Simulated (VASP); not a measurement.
Set up this calculation in VASP 6.6.1, as the native input.

```yaml
Task: single point
Functional: PBE
Potentials_or_basis: VASP PAW PBE potentials, release 64 (Ga_d, O)
Cutoff: 600 eV
k_mesh: 10 × 10 × 6
Occupations: gaussian, width 0.05 eV
Spin: no spin polarisation
Dipole_correction: no
Further_INCAR_settings: ALGO = Normal; EDIFF = 1e-06; NBANDS = 55
```

The structure of Ga2O3 lies in POSCAR:

```
Ga2O3
1.0
    6.2274305652     -1.5417565232      0.0117797520
    6.2274305652      1.5417565232      0.0117797520
   -1.4027234639      0.0000000000      5.8503865487
Ga O
4 6
Direct
    0.0899134338      0.0899134338      0.7947233214
    0.9100865662      0.9100865662      0.2052766786
    0.6585007298      0.6585007298      0.3141978958
    0.3414992702      0.3414992702      0.6858021042
    0.1634883771      0.1634883771      0.1092060624
    0.8365116229      0.8365116229      0.8907939376
    0.1737013129      0.1737013129      0.5643594349
    0.8262986871      0.8262986871      0.4356405651
    0.4960195696      0.4960195696      0.2566813611
    0.5039804304      0.5039804304      0.7433186389
```

This cell differs from its parent crystal: strain +0.000 along x and y, +0.025 along z.

One way to write it, as run:

INCAR

```
SYSTEM = Ga2O3
ALGO = Normal
EDIFF = 1E-6
ENCUT = 600
GGA = PE
GGA_COMPAT = .False.
ISIF = 2
ISMEAR = 0
KPAR = 4
LASPH = .True.
LCHARG = .True.
LREAL = .False.
LVHAR = .True.
LWAVE = .False.
NBANDS = 55
NELM = 120
PREC = Accurate
SIGMA = 0.05
```

KPOINTS

```
k-points
0
Gamma
  10 10 6
  0 0 0
```

Potentials or basis: VASP PAW PBE potentials, release 64 (Ga_d, O).

Command:

```sh
$ cat potpaw_PBE.64/Ga_d/POTCAR potpaw_PBE.64/O/POTCAR > POTCAR
$ mpirun -np 4 vasp_std > vasp.out
```

It gave:

```
Pressure               : -3.7 GPa
Largest force          : 0.406 eV/Å
Band gap on the k mesh : 1.75 eV (least direct gap 1.89 eV)
```

Caveat: the cell differs from its parent crystal (strain +0.000 along x and y, +0.025 along z); the stress differs along the axes, from -8 to -1 GPa.

Run time: 7.5 min on 4 MPI ranks on Intel(R) Xeon(R) Platinum 8488C (Sapphire Rapids) (shared host), peak memory 1 GiB a rank.
